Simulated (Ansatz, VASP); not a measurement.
## One calculation of Al6Pt, two programs

```
Al Pt
1.0
     7.81542    0.00000    0.00000
    -3.90771    6.76836    0.00000
     0.00000    0.00000    2.76114
Al Pt
6 1
Direct
  0.33130 0.00000 0.00000
  0.00000 0.33130 0.00000
  0.66870 0.66870 0.00000
  0.66870 0.00000 0.00000
  0.00000 0.66870 0.00000
  0.33130 0.33130 0.00000
  0.00000 0.00000 0.50000
```

Alike in both runs: functional PBE; k mesh 6 × 6 × 14; occupations gaussian, width 0.1 eV; no spin polarisation.

Ansatz relaxed the structure, and its values are those at the end. VASP's run is a single point on that final structure, the one shown.

|  | VASP | Ansatz |
| --- | --- | --- |
| version | VASP 6.6.1 | Ansatz 0.2.0 |
| potentials or method | VASP PAW PBE potentials, release 64 (Al, Pt), cutoff 500 eV | scalar-relativistic, plane waves, PAW |
| valence electrons in the cell | 28 | 36 |

```csv
,VASP,Ansatz,Ansatz less VASP
gap on the k mesh at the Fermi level (eV),none,none,-
pressure (GPa),-0.1,0.0,+0.07
rms of the force components (eV/Å),0.003,0.001,-0.0022
```

A gap of «none» marks a metal or a gap that the smearing closes. VASP's potentials hold 28 valence electrons a cell and Ansatz's 36, so a difference there can come from the potentials and not from the codes.

Spin-orbit coupling is off throughout.
